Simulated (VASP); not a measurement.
# ScAl3 (Pmmm) in VASP: single point with r2SCAN

Aim: the single point of ScAl3 with r2SCAN.

All numbers are computed with VASP 6.6.1; they aren't measurements. Logs are shortened: lines on timing, memory, paths and dates and some standing lists are left out, and cuts for length are marked.

## Step 1: The cell of the first run

It takes space group Pmmm (No. 47, orthorhombic). Conventional cell: a = 3.943 Å, b = 4.086 Å, c = 4.229 Å, α = 90.00°, β = 90.00°, γ = 90.00°. Sc (site symmetry mmm) has 12 Al at 2.84 to 2.94 Å within 3.7 Å. Al (site symmetry mmm) has 8 Al at 2.84 to 2.89 Å and 4 Sc at 2.94 Å within 3.7 Å. Within 3.7 Å of Al (site symmetry mmm) lie 4 Sc at 2.84 Å and 8 Al at 2.89 to 2.94 Å. Within 3.7 Å of Al (site symmetry mmm) lie 8 Al at 2.84 to 2.94 Å and 4 Sc at 2.89 Å.

## Step 2: Single point, r2SCAN (strain +0.0350 x Voigt [1, -1, 0, 0, 0, 0])

POSCAR reads:

```
ScAl3
1.0
    4.2285303485      0.0000000000      0.0000000000
    0.0000000000      3.9425427887      0.0000000000
    0.0000000000      0.0000000000      4.0855365686
Sc Al
1 3
Direct
    0.0000000000      0.0000000000      0.0000000000
    0.5000000000      0.0000000000      0.5000000000
    0.0000000000      0.5000000000      0.5000000000
    0.5000000000      0.5000000000      0.0000000000
```

INCAR.step1 reads:

```
SYSTEM = ScAl3
ALGO     = Normal         ! electronic algorithm
EDIFF    = 1E-4           ! SCF threshold, eV
ENCUT    = 520            ! plane-wave cutoff, eV
GGA      = PE             ! functional
ISMEAR   = 0              ! smearing method
LASPH    = .TRUE.         ! aspherical terms in the spheres
LCHARG   = .FALSE.        ! write CHGCAR
LREAL    = .FALSE.        ! projectors in reciprocal space
LWAVE    = .TRUE.         ! write WAVECAR
NBANDS   = 18             ! bands
NELM     = 60             ! most SCF steps
PREC     = Accurate       ! precision mode
SIGMA    = 0.15           ! smearing width, eV
```

INCAR.step2 reads:

```
SYSTEM = ScAl3
ALGO     = Normal         ! electronic algorithm
EDIFF    = 1E-6           ! SCF threshold, eV
ENCUT    = 520            ! plane-wave cutoff, eV
ISIF     = 2              ! what is computed and relaxed
ISMEAR   = 0              ! smearing method
ISTART   = 1            
LASPH    = .TRUE.         ! aspherical terms in the spheres
LCHARG   = .TRUE.         ! write CHGCAR
LELF     = .TRUE.         ! ELF
LMIXTAU  = .TRUE.       
LREAL    = .FALSE.        ! projectors in reciprocal space
LVHAR    = .TRUE.       
LWAVE    = .FALSE.        ! write WAVECAR
METAGGA  = R2SCAN         ! meta-GGA
NBANDS   = 18             ! bands
NELM     = 60             ! most SCF steps
PREC     = Accurate       ! precision mode
SIGMA    = 0.15           ! smearing width, eV
```

KPOINTS reads:

```
k-points
0
G
  12 12 12
  0 0 0
```

Potentials or basis: VASP PAW PBE potentials, release 64 (Sc_sv, Al).

The run is started by

```console
$ cat potpaw_PBE.64/Sc_sv/POTCAR potpaw_PBE.64/Al/POTCAR > POTCAR
$ cp INCAR.step1 INCAR
$ mpirun -np 1 vasp_std > vasp.out
$ cp INCAR.step2 INCAR
$ mpirun -np 1 vasp_std > vasp.out
```

OUTCAR:

```text
SYSTEM = ScAl3
   EDIFF = 1E-6
   ENCUT = 520
   ISIF = 2
   ISMEAR = 0
   ISTART = 1
   LASPH = .TRUE.
   LREAL = .FALSE.
   METAGGA = R2SCAN
   NELM = 60
   PREC = Accurate

 ion  position               nearest neighbor table
   1  0.000  0.000  0.000-   3 2.84   3 2.84   3 2.84   3 2.84   4 2.89   4 2.89   4 2.89   4 2.89
                             2 2.94   2 2.94   2 2.94   2 2.94
   2  0.500  0.000  0.500-   4 2.84   4 2.84   4 2.84   4 2.84   3 2.89   3 2.89   3 2.89   3 2.89
                             1 2.94   1 2.94   1 2.94   1 2.94
   3  0.000  0.500  0.500-   1 2.84   1 2.84   1 2.84   1 2.84   2 2.89   2 2.89   2 2.89   2 2.89
                             4 2.94   4 2.94   4 2.94   4 2.94
   4  0.500  0.500  0.000-   2 2.84   2 2.84   2 2.84   2 2.84   1 2.89   1 2.89   1 2.89   1 2.89
                             3 2.94   3 2.94   3 2.94   3 2.94

  LATTYP: Found a simple orthorhombic cell.
 ALAT       =     3.9425427887
 B/A-ratio  =     1.0362694301
 C/A-ratio  =     1.0725388601

  Lattice vectors:

 A1 = (   0.0000000000,   3.9425427887,   0.0000000000)
 A2 = (   0.0000000000,   0.0000000000,   4.0855365686)
 A3 = (   4.2285303485,   0.0000000000,   0.0000000000)

Analysis of symmetry for initial positions (statically):
=====================================================================
 Subroutine PRICEL returns:
 Original cell was already a primitive cell.

 Routine SETGRP: Setting up the symmetry group for a
 simple orthorhombic supercell.

 Subroutine GETGRP returns: Found  8 space group operations
 (whereof  8 operations were pure point group operations)
 out of a pool of  8 trial point group operations.

The static configuration has the point symmetry D_2h.

Analysis of symmetry for dynamics (positions and initial velocities):
=====================================================================
 Subroutine PRICEL returns:
 Original cell was already a primitive cell.

 Routine SETGRP: Setting up the symmetry group for a
 simple orthorhombic supercell.

 Subroutine GETGRP returns: Found  8 space group operations
 (whereof  8 operations were pure point group operations)
 out of a pool of  8 trial point group operations.

The dynamic configuration has the point symmetry D_2h.

 Subroutine INISYM returns: Found  8 space group operations
 (whereof  8 operations are pure point group operations),
 and found     1 'primitive' translations

----------------------------------------------------------------------------------------

                                     Primitive cell

  volume of cell :      68.1106

  direct lattice vectors                    reciprocal lattice vectors
     4.228530348  0.000000000  0.000000000     0.236488784  0.000000000  0.000000000
     0.000000000  3.942542789  0.000000000     0.000000000  0.253643411  0.000000000
     0.000000000  0.000000000  4.085536569     0.000000000  0.000000000  0.244765891

  length of vectors
     4.228530348  3.942542789  4.085536569     0.236488784  0.253643411  0.244765891

  position of ions in fractional coordinates (direct lattice)
     0.000000000  0.000000000  0.000000000
     0.500000000  0.000000000  0.500000000
     0.000000000  0.500000000  0.500000000
     0.500000000  0.500000000  0.000000000

  ion indices of the primitive-cell ions
   primitive index   ion index
                 1           1
                 2           2
                 3           3
                 4           4

----------------------------------------------------------------------------------------

 KPOINTS: k-points

Automatic generation of k-mesh.
 Grid dimensions read from file:
 generate k-points for:   12   12   12

 Generating k-lattice:

  Cartesian coordinates                     Fractional coordinates (reciprocal lattice)
     0.019707399  0.000000000  0.000000000     0.083333333  0.000000000  0.000000000
     0.000000000  0.021136951  0.000000000     0.000000000  0.083333333  0.000000000
     0.000000000  0.000000000  0.020397158     0.000000000  0.000000000  0.083333333

  Length of vectors
     0.019707399  0.021136951  0.020397158

  Shift w.r.t. Gamma in fractional coordinates (k-lattice)
     0.000000000  0.000000000  0.000000000

 Subroutine IBZKPT returns following result:
 ===========================================

 Found    343 irreducible k-points:

 Following reciprocal coordinates:
            Coordinates               Weight
  0.000000  0.000000  0.000000      1.000000
  0.083333  0.000000  0.000000      2.000000
  0.166667  0.000000  0.000000      2.000000
  0.250000  0.000000  0.000000      2.000000
  0.333333  0.000000  0.000000      2.000000
  0.416667  0.000000  0.000000      2.000000
[... 16 lines left out ...]
  0.083333  0.250000  0.000000      4.000000
  0.166667  0.250000  0.000000      4.000000
 [... further k-points ...]
   k-points           NKPTS =    343   k-points in BZ     NKDIM =    343   number of bands    NBANDS=     18
   number of dos      NEDOS =    301   number of ions     NIONS =      4
   total plane-waves  NPLWV =  28800
   dimension x,y,z NGX =    32 NGY =   30 NGZ =   30
   dimension x,y,z NGXF=    64 NGYF=   60 NGZF=   60
   ions per type =               1   3
   NGX,Y,Z   is equivalent  to a cutoff of  12.58, 12.65, 12.21 a.u.
   NGXF,Y,Z  is equivalent  to a cutoff of  25.16, 25.30, 24.41 a.u.
 SYSTEM =  ScAl3
   PREC   = accura    normal or accurate (medium, high low for compatibility)
   ISTART =      1    job   : 0-new  1-cont  2-samecut
   ICHARG =      0    charge: 1-file 2-atom 10-const
   ISPIN  =      1    spin polarized calculation?
   LNONCOLLINEAR =      F non collinear calculations
   LSORBIT =      F    spin-orbit coupling
   LASPH  =      T    aspherical Exc in radial PAW
   ENCUT  =  520.0 eV  38.22 Ry    6.18 a.u.   7.86  7.33  7.60*2*pi/ulx,y,z
   NELM   =     60;   NELMIN=  2; NELMDL=  0     # of ELM steps
   EDIFF  = 0.1E-05   stopping-criterion for ELM
   LREAL  =      F    real-space projection
[... 7 lines left out ...]
   TEBEG  =    0.0;   TEEND  =   0.0 temperature during run
   PSTRESS=    0.0 pullay stress
   NELECT =      20.0000    total number of electrons
   NUPDOWN=      -1.0000    fix difference up-down
   EMIN   =  10.00;   EMAX   =-10.00  energy-range for DOS
   EFERMI =   0.00;   METHOD = LEGACY
   ISMEAR =     0;   SIGMA  =   0.15  broadening in eV -4-tet -1-fermi 0-gaus
   EFERMI_NEDOS =   21; number of points for ismear=-14 and -15
   IALGO  =     38    algorithm
   IMIX   =      4    mixing-type and parameters
     AMIX     =   0.40;   BMIX     =  1.00
     AMIX_MAG =   1.60;   BMIX_MAG =  1.00
  volume/ion in A,a.u.               =      17.03       114.91
  Fermi-wavevector in a.u.,A,eV,Ry     =   1.088128  2.056263 16.109594  1.184022
  Thomas-Fermi vector in A             =   2.224302
   LORBIT       =      0    0 simple, 1 ext, 2 COOP (PROOUT), +10 PAW based schemes
   METAGGA = R2SCAN    functional components
   LHFCALC =     F    Hartree Fock is set to
   AEXX    =    0.0000 exact exchange contribution
   IVDW    =     0    specifies the selected vdW correction
   LEPSILON=     F    determine dielectric tensor
   LRPA    =     F    only Hartree local field effects (RPA)
 non-spin polarized calculation
 Gauss-broadening in eV      SIGMA  =   0.15
  energy-cutoff  :      520.00
  volume of cell :       68.11
 maximum number of plane-waves:      1860
 NGX is ok and might be reduce to    32
   NGX = 15   NGY = 15   NGZ = 15

 number of electron      20.0000000 magnetization

 Free energy of the ion-electron system (eV)
  ---------------------------------------------------
  ext. energy  EPLUGINS =         0.00000000
  ---------------------------------------------------
  free energy    TOTEN  =       -33.43506608 eV

  energy without entropy =      -33.41976741  energy(sigma->0) =      -33.42741674

 E-fermi :   7.3367     XC(G=0): -11.1371

 val. band max:        7.3364330080   @ k =   0.2500   0.4167   0.0000
 cond. band min:       7.3384446706   @ k =   0.0833   0.1667   0.2500
 fundamental gap:      0.0020116625
 Fermi energy:         7.3366865792

 k-point     1 :       0.0000    0.0000    0.0000
  band No.  band energies     occupation
      1     -43.7368      2.00000
      2     -21.4981      2.00000
      3     -21.4781      2.00000
      4     -21.4526      2.00000
      5      -3.3273      2.00000
      6       4.2715      2.00000
[... 10 lines left out ...]
     17      12.8121      0.00000
     18      12.8464      0.00000

 k-point     2 :       0.0833    0.0000    0.0000
  band No.  band energies     occupation
      1     -43.7367      2.00000
      2     -21.4998      2.00000
      3     -21.4780      2.00000
      4     -21.4525      2.00000
      5      -3.2641      2.00000
      6       3.5454      2.00000
[... 10 lines left out ...]
     17      12.8394      0.00000
     18      13.1277      0.00000

 k-point     3 :       0.1667    0.0000    0.0000
  band No.  band energies     occupation
      1     -43.7365      2.00000
      2     -21.5046      2.00000
      3     -21.4776      2.00000
      4     -21.4522      2.00000
      5      -3.0760      2.00000
      6       2.5542      2.00000
[... 10 lines left out ...]
     17      12.7728      0.00000
     18      13.0076      0.00000

 k-point     4 :       0.2500    0.0000    0.0000
  band No.  band energies     occupation
      1     -43.7363      2.00000
      2     -21.5111      2.00000
      3     -21.4772      2.00000
      4     -21.4517      2.00000
      5      -2.7679      2.00000
      6       1.5760      2.00000
[... 375 lines left out ...]
      4     -21.4760      2.00000
      5      -2.6771      2.00000
      6       2.1937      2.00000
[... 10 lines left out ...]
     17      12.7504      0.00000
     18      14.0361      0.00000

 k-point    23 :       0.0833    0.2500    0.0000
  band No.  band energies     occupation
      1     -43.7355      2.00000
      2     -21.4976      2.00000
      3     -21.4773      2.00000
      4     -21.4758      2.00000
      5      -2.6165      2.00000
      6       2.2416      2.00000
[... 10 lines left out ...]
     17      12.6337      0.00000
     18      13.7830      0.00000

 k-point    24 :       0.1667    0.2500    0.0000
  band No.  band energies     occupation
      1     -43.7354      2.00000
      2     -21.5021      2.00000
      3     -21.4768      2.00000
      4     -21.4755      2.00000
      5      -2.4361      2.00000
      6       2.3766      2.00000
[... 10 lines left out ...]
     17      12.1891      0.00000
     18      13.1728      0.00000

 [... further k-points ...]

------------------------ aborting loop because EDIFF is reached ----------------------------------------

  FORCE on cell =-STRESS in cart. coord.  units (eV):
  Direction    XX          YY          ZZ          XY          YZ          ZX
  --------------------------------------------------------------------------------------
  -------------------------------------------------------------------------------------
  Total       -2.1978487      2.4023689      0.2904191      0.0000000      0.0000000      0.0000000
  in kB      -51.7003410     56.5113008      6.8315742      0.0000000      0.0000000      0.0000000
  external PRESSURE =       3.8808446 kB  Pullay stress =       0.0000000 kB

 VOLUME and BASIS-vectors are now :
 -----------------------------------------------------------------------------
  energy-cutoff  :      520.00
  volume of cell :       68.11
      direct lattice vectors                 reciprocal lattice vectors
     4.228530348  0.000000000  0.000000000     0.236488784  0.000000000  0.000000000
     0.000000000  3.942542789  0.000000000     0.000000000  0.253643411  0.000000000
     0.000000000  0.000000000  4.085536569     0.000000000  0.000000000  0.244765891

 POSITION                                       TOTAL-FORCE (eV/Angst)
 -----------------------------------------------------------------------------------
      0.00000      0.00000      0.00000         0.000000      0.000000      0.000000
      2.11427      0.00000      2.04277         0.000000      0.000000      0.000000
      0.00000      1.97127      2.04277         0.000000      0.000000      0.000000
      2.11427      1.97127      0.00000         0.000000      0.000000      0.000000
 -----------------------------------------------------------------------------------
    total drift:                                0.000000      0.000000     -0.000000

  FREE ENERGIE OF THE ION-ELECTRON SYSTEM (eV)
  ---------------------------------------------------
  free  energy   TOTEN  =       -33.4350660765 eV

  energy  without entropy=      -33.4197674131  energy(sigma->0) =      -33.42741674
```

It took 10 min on 1 thread of AMD EPYC 9R45 (Zen 5), shared host; peak memory 0.45 GiB.

What came out:

| Property | Result |
| --- | --- |
| Free energy | -33.4351 eV |
| Pressure | 0.4 GPa |
| Band gap on the k mesh | zero (bands 10 and 11 overlap by 4.04 eV) |

Caveat: the cell differs from its parent crystal (strain +0.0350 x Voigt [1, -1, 0, 0, 0, 0]); the stress differs along the axes, from -5 to 6 GPa; the PAW data sets were made with another functional, which shifts forces and pressure a little.
